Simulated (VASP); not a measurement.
# MgO (Cmcm) in VASP: further runs

MgO is run at these levels: PBEsol; tasks: single point.

Program: VASP 6.6.1. These are calculated values, not measurements. Logs are shortened: lines on timing, memory, paths and dates and some standing lists are left out, and cuts for length are marked.

## 1. The cell of the first run

The structure is orthorhombic, space group Cmcm (No. 63). The conventional cell has a = 3.495 Å, b = 6.053 Å, c = 4.195 Å, α = 90.00°, β = 90.00°, γ = 90.00°. Within 2.6 Å of Mg (site symmetry m2m) lie 5 O at 2.00 to 2.10 Å. Within 2.6 Å of O (site symmetry m2m) lie 5 Mg at 2.00 to 2.10 Å.

## 2. Single point, PBEsol (mode 5 frozen in at -0.073 Å, strain +e along z and -e/2 along x and y +0.0000)

Contents of INCAR:

```
SYSTEM = MgO
PREC = Accurate
ENCUT = 520
EDIFF = 1E-7
ISMEAR = 0
SIGMA = 0.05
LREAL = .FALSE.
LASPH = .TRUE.
NELM = 100
ALGO = Normal
ISIF = 2
LWAVE = .FALSE.
LCHARG = .TRUE.
GGA = PS
LELF = .TRUE.
LVHAR = .TRUE.
NBANDS = 16
```

Contents of KPOINTS:

```
regular mesh
0
G
  9 9 6
  0 0 0
```

Contents of POSCAR:

```
MgO
1.0
    3.4947663863      0.0000000000      0.0000000000
   -1.7473831932      3.0265564708      0.0000000000
    0.0000000000      0.0000000000      4.1947132299
Mg O
2 2
Direct
    0.6545737154      0.3091474307      0.7500000000
    0.3454262846      0.6908525693      0.2500000000
    0.6755705704      0.3511411408      0.2500000000
    0.3244294296      0.6488588592      0.7500000000
```

Potentials or basis: VASP PAW PBE potentials, release 64 (Mg, O).

Launch:

```bash
cat potpaw_PBE.64/Mg/POTCAR potpaw_PBE.64/O/POTCAR > POTCAR
mpirun -np 1 vasp_std > vasp.out
```

OUTCAR:

```text
SYSTEM = MgO
   PREC = Accurate
   ENCUT = 520
   EDIFF = 1E-7
   ISMEAR = 0
   LREAL = .FALSE.
   LASPH = .TRUE.
   NELM = 100
   ISIF = 2
   GGA = PS

 ion  position               nearest neighbor table
   1  0.655  0.309  0.750-   4 2.00   4 2.03   4 2.03   3 2.10   3 2.10   2 2.81   2 2.81   2 2.96
                             2 2.96   2 2.96   2 2.96
   2  0.345  0.691  0.250-   3 2.00   3 2.03   3 2.03   4 2.10   4 2.10   1 2.81   1 2.81   1 2.96
                             1 2.96   1 2.96   1 2.96
   3  0.676  0.351  0.250-   2 2.00   2 2.03   2 2.03   1 2.10   1 2.10
   4  0.324  0.649  0.750-   1 2.00   1 2.03   1 2.03   2 2.10   2 2.10

  LATTYP: Found a hexagonal cell.
 ALAT       =     3.4947663863
 C/A-ratio  =     1.2002843012

  Lattice vectors:

 A1 = (   3.4947663863,   0.0000000000,   0.0000000000)
 A2 = (  -1.7473831932,   3.0265564708,   0.0000000000)
 A3 = (   0.0000000000,   0.0000000000,   4.1947132299)

Analysis of symmetry for initial positions (statically):
=====================================================================
 Subroutine PRICEL returns:
 Original cell was already a primitive cell.

 Routine SETGRP: Setting up the symmetry group for a
 hexagonal supercell.

 Subroutine GETGRP returns: Found  8 space group operations
 (whereof  4 operations were pure point group operations)
 out of a pool of 24 trial point group operations.

The static configuration has the point symmetry C_2h.
 The point group associated with its full space group is D_2h.

Analysis of symmetry for dynamics (positions and initial velocities):
=====================================================================
 Subroutine PRICEL returns:
 Original cell was already a primitive cell.

 Routine SETGRP: Setting up the symmetry group for a
 hexagonal supercell.

 Subroutine GETGRP returns: Found  8 space group operations
 (whereof  4 operations were pure point group operations)
 out of a pool of 24 trial point group operations.

The dynamic configuration has the point symmetry C_2h.
 The point group associated with its full space group is D_2h.

 Subroutine INISYM returns: Found  8 space group operations
 (whereof  4 operations are pure point group operations),
 and found     1 'primitive' translations

----------------------------------------------------------------------------------------

                                     Primitive cell

  volume of cell :      44.3679

  direct lattice vectors                    reciprocal lattice vectors
     3.494766386  0.000000000  0.000000000     0.286142159  0.165204253  0.000000000
    -1.747383193  3.026556471  0.000000000     0.000000000  0.330408505  0.000000000
     0.000000000  0.000000000  4.194713230     0.000000000  0.000000000  0.238395319

  length of vectors
     3.494766386  3.494766386  4.194713230     0.330408505  0.330408505  0.238395319

  position of ions in fractional coordinates (direct lattice)
     0.654573715  0.309147431  0.750000000
     0.345426285  0.690852569  0.250000000
     0.675570570  0.351141141  0.250000000
     0.324429430  0.648858859  0.750000000

  ion indices of the primitive-cell ions
   primitive index   ion index
                 1           1
                 2           2
                 3           3
                 4           4

----------------------------------------------------------------------------------------

 KPOINTS: regular mesh

Automatic generation of k-mesh.
 Grid dimensions read from file:
 generate k-points for:    9    9    6

 Generating k-lattice:

  Cartesian coordinates                     Fractional coordinates (reciprocal lattice)
     0.031793573  0.018356028  0.000000000     0.111111111  0.000000000  0.000000000
     0.000000000  0.036712056  0.000000000     0.000000000  0.111111111  0.000000000
     0.000000000  0.000000000  0.039732553     0.000000000  0.000000000  0.166666667

  Length of vectors
     0.036712056  0.036712056  0.039732553

  Shift w.r.t. Gamma in fractional coordinates (k-lattice)
     0.000000000  0.000000000  0.000000000

 Subroutine IBZKPT returns following result:
 ===========================================

 Found    100 irreducible k-points:

 Following reciprocal coordinates:
            Coordinates               Weight
  0.000000  0.000000  0.000000      1.000000
  0.111111  0.000000  0.000000      4.000000
  0.000000  0.111111  0.000000      2.000000
  0.222222  0.000000  0.000000      4.000000
  0.000000  0.222222  0.000000      2.000000
  0.333333  0.000000  0.000000      4.000000
[... 16 lines left out ...]
 -0.222222 -0.444444  0.000000      4.000000
  0.444444  0.333333  0.000000      4.000000
 [... further k-points ...]
   k-points           NKPTS =    100   k-points in BZ     NKDIM =    100   number of bands    NBANDS=     16
   number of dos      NEDOS =    301   number of ions     NIONS =      4
   total plane-waves  NPLWV =  25088
   dimension x,y,z NGX =    28 NGY =   28 NGZ =   32
   dimension x,y,z NGXF=    56 NGYF=   56 NGZF=   64
   ions per type =               2   2
   NGX,Y,Z   is equivalent  to a cutoff of  13.32, 13.32, 12.68 a.u.
   NGXF,Y,Z  is equivalent  to a cutoff of  26.64, 26.64, 25.36 a.u.
 SYSTEM =  MgO
   PREC   = accura    normal or accurate (medium, high low for compatibility)
   ISTART =      0    job   : 0-new  1-cont  2-samecut
   ICHARG =      2    charge: 1-file 2-atom 10-const
   ISPIN  =      1    spin polarized calculation?
   LNONCOLLINEAR =      F non collinear calculations
   LSORBIT =      F    spin-orbit coupling
   LASPH  =      T    aspherical Exc in radial PAW
   ENCUT  =  520.0 eV  38.22 Ry    6.18 a.u.   6.50  6.50  7.80*2*pi/ulx,y,z
   NELM   =    100;   NELMIN=  2; NELMDL= -5     # of ELM steps
   EDIFF  = 0.1E-06   stopping-criterion for ELM
   LREAL  =      F    real-space projection
   EDIFFG = 0.1E-05   stopping-criterion for IOM
   NSW    =      0    number of steps for IOM
   IBRION =     -1    ionic relax: 0-MD 1-quasi-New 2-CG
   NFREE  =      0    steps in history (QN), initial steepest desc. (CG)
   ISIF   =      2    stress and relaxation
   ISYM   =      2    0-nonsym 1-usesym 2-fastsym
   POTIM  = 0.5000    time-step for ionic-motion
   TEBEG  =    0.0;   TEEND  =   0.0 temperature during run
   PSTRESS=    0.0 pullay stress
   NELECT =      16.0000    total number of electrons
   NUPDOWN=      -1.0000    fix difference up-down
   EMIN   =  10.00;   EMAX   =-10.00  energy-range for DOS
   EFERMI =   0.00;   METHOD = LEGACY
   ISMEAR =     0;   SIGMA  =   0.05  broadening in eV -4-tet -1-fermi 0-gaus
   EFERMI_NEDOS =   21; number of points for ismear=-14 and -15
   IALGO  =     38    algorithm
   IMIX   =      4    mixing-type and parameters
     AMIX     =   0.40;   BMIX     =  1.00
     AMIX_MAG =   1.60;   BMIX_MAG =  1.00
  volume/ion in A,a.u.               =      11.09        74.85
  Fermi-wavevector in a.u.,A,eV,Ry     =   1.165266  2.202034 18.474602  1.357845
  Thomas-Fermi vector in A             =   2.301794
   LORBIT       =      0    0 simple, 1 ext, 2 COOP (PROOUT), +10 PAW based schemes
   GGA     = PS    functional components
   LHFCALC =     F    Hartree Fock is set to
   AEXX    =    0.0000 exact exchange contribution
   IVDW    =     0    specifies the selected vdW correction
   LEPSILON=     F    determine dielectric tensor
   LRPA    =     F    only Hartree local field effects (RPA)
 non-spin polarized calculation
 Gauss-broadening in eV      SIGMA  =   0.05
  energy-cutoff  :      520.00
  volume of cell :       44.37
 maximum number of plane-waves:      1228
 NGX is ok and might be reduce to    28
   NGX = 13   NGY = 13   NGZ = 15

 number of electron      16.0000002 magnetization

 Free energy of the ion-electron system (eV)
  ---------------------------------------------------
  ext. energy  EPLUGINS =         0.00000000
  ---------------------------------------------------
  free energy    TOTEN  =       -24.70260918 eV

  energy without entropy =      -24.70260918  energy(sigma->0) =      -24.70260918

 E-fermi :   2.0877     XC(G=0): -10.2760

 val. band max:        1.8473639257   @ k =   0.0000   0.0000   0.0000
 cond. band min:       5.0805943162   @ k =   0.0000   0.0000   0.0000
 fundamental gap:      3.2332303905
 Fermi energy:         2.0877196969

 k-point     1 :       0.0000    0.0000    0.0000
  band No.  band energies     occupation
      1     -14.9982      2.00000
      2     -13.5873      2.00000
      3      -1.8295      2.00000
      4       0.0578      2.00000
      5       0.1412      2.00000
      6       0.8947      2.00000
[... 8 lines left out ...]
     15      17.1516      0.00000
     16      17.5005      0.00000

 k-point     2 :       0.1111    0.0000    0.0000
  band No.  band energies     occupation
      1     -14.9362      2.00000
      2     -13.5992      2.00000
      3      -1.7308      2.00000
      4      -0.1178      2.00000
      5       0.0259      2.00000
      6       0.7319      2.00000
[... 8 lines left out ...]
     15      16.7054      0.00000
     16      17.0021      0.00000

 k-point     3 :       0.0000    0.1111    0.0000
  band No.  band energies     occupation
      1     -14.9386      2.00000
      2     -13.5948      2.00000
      3      -1.7360      2.00000
      4      -0.0918      2.00000
      5      -0.0262      2.00000
      6       0.6238      2.00000
[... 8 lines left out ...]
     15      16.8177      0.00000
     16      16.8854      0.00000

 k-point     4 :       0.2222    0.0000    0.0000
  band No.  band energies     occupation
      1     -14.7646      2.00000
      2     -13.6420      2.00000
      3      -1.4465      2.00000
      4      -0.6551      2.00000
      5      -0.1942      2.00000
      6       0.2866      2.00000
[... 8 lines left out ...]
     15      15.8855      0.00000
     16      16.4362      0.00000

 k-point     5 :       0.0000    0.2222    0.0000
  band No.  band energies     occupation
      1     -14.7757      2.00000
      2     -13.6235      2.00000
      3      -1.4702      2.00000
      4      -0.7575      2.00000
      5      -0.2097      2.00000
      6       0.2782      2.00000
[... 8 lines left out ...]
     15      15.8259      0.00000
     16      16.7175      0.00000

 k-point     6 :       0.3333    0.0000    0.0000
  band No.  band energies     occupation
      1     -14.5268      2.00000
      2     -13.7309      2.00000
      3      -1.2712      2.00000
      4      -1.0190      2.00000
      5      -0.3916      2.00000
      6      -0.0098      2.00000
[... 8 lines left out ...]
     15      15.9494      0.00000
     16      16.2782      0.00000
[... 267 lines left out ...]
 k-point    21 :      -0.4444    0.2222    0.0000
  band No.  band energies     occupation
      1     -14.3929      2.00000
      2     -13.7997      2.00000
      3      -1.4064      2.00000
      4      -0.7611      2.00000
      5      -0.6255      2.00000
      6       0.0816      2.00000
[... 8 lines left out ...]
     15      15.9207      0.00000
     16      16.6534      0.00000

 k-point    22 :       0.3333    0.2222    0.0000
  band No.  band energies     occupation
      1     -14.2140      2.00000
      2     -13.8948      2.00000
      3      -1.7494      2.00000
      4      -0.5569      2.00000
      5      -0.3854      2.00000
      6      -0.1383      2.00000
[... 8 lines left out ...]
     15      16.3192      0.00000
     16      16.7273      0.00000

 k-point    23 :      -0.2222   -0.4444    0.0000
  band No.  band energies     occupation
      1     -14.2520      2.00000
      2     -13.8500      2.00000
      3      -1.8196      2.00000
      4      -0.5599      2.00000
      5      -0.4717      2.00000
      6      -0.0977      2.00000
[... 8 lines left out ...]
     15      16.4226      0.00000
     16      16.6161      0.00000

 k-point    24 :       0.4444    0.3333    0.0000
  band No.  band energies     occupation
      1     -14.1824      2.00000
      2     -13.9308      2.00000
      3      -1.7123      2.00000
      4      -0.5254      2.00000
      5      -0.3141      2.00000
      6      -0.1801      2.00000
[... 8 lines left out ...]
     15      16.0933      0.00000
     16      16.7484      0.00000

 [... further k-points ...]
[... 5 lines left out ...]
  --------------------------------------------------------------------------------------
  -------------------------------------------------------------------------------------
  Total       -0.2760109     -0.0214336     -0.0212823      0.0000000      0.0000000      0.0000000
  in kB       -9.9670715     -0.7739908     -0.7685302      0.0000000      0.0000000      0.0000000
  external PRESSURE =      -3.8365308 kB  Pullay stress =       0.0000000 kB

 VOLUME and BASIS-vectors are now :
 -----------------------------------------------------------------------------
  energy-cutoff  :      520.00
  volume of cell :       44.37
      direct lattice vectors                 reciprocal lattice vectors
     3.494766386  0.000000000  0.000000000     0.286142159  0.165204253  0.000000000
    -1.747383193  3.026556471  0.000000000     0.000000000  0.330408505  0.000000000
     0.000000000  0.000000000  4.194713230     0.000000000  0.000000000  0.238395319

 POSITION                                       TOTAL-FORCE (eV/Angst)
 -----------------------------------------------------------------------------------
      1.74738      0.93565      3.14603        -0.000000      0.597755      0.000000
     -0.00000      2.09090      1.04868         0.000000     -0.597755      0.000000
      1.74738      1.06275      1.04868         0.000000     -0.250573      0.000000
     -0.00000      1.96381      3.14603        -0.000000      0.250573     -0.000000
 -----------------------------------------------------------------------------------
    total drift:                               -0.000000      0.000000     -0.000000

  FREE ENERGIE OF THE ION-ELECTRON SYSTEM (eV)
  ---------------------------------------------------
  free  energy   TOTEN  =       -24.7026091806 eV

  energy  without entropy=      -24.7026091806  energy(sigma->0) =      -24.70260918
```

Run time: 74 s. Hardware: 1 thread of Intel Xeon Platinum 8488C (Sapphire Rapids), shared host; peak memory 0.21 GiB.

What came out:

```yaml
Free_energy: -24.7026 eV
Pressure: -0.4 GPa
Largest_force: 0.598 eV/Å
Band_gap_on_the_k_mesh: 3.23 eV, direct
```

Forces on the atoms (eV/Å):
```
Mg   0.000  0.598  0.000
Mg   0.000 -0.598  0.000
O    0.000 -0.251  0.000
O    0.000  0.251  0.000
```

Levels at points of the mesh, in eV from the valence-band top:
```
           k point  band 6  band 7  band 8  band 9  band 10  band 11
(0.00, 0.00, 0.00)   -0.95   -0.69    0.00    3.23     9.27    11.90
(0.00, 0.00, 0.50)   -1.33   -1.27   -1.27    6.27     6.27    12.65
```

Caveat: the cell differs from its parent crystal (mode 5 frozen in at -0.073 Å, strain +e along z and -e/2 along x and y +0.0000); the PAW data sets were made with another functional, which shifts forces and pressure a little.

[end of part 1 of 2]
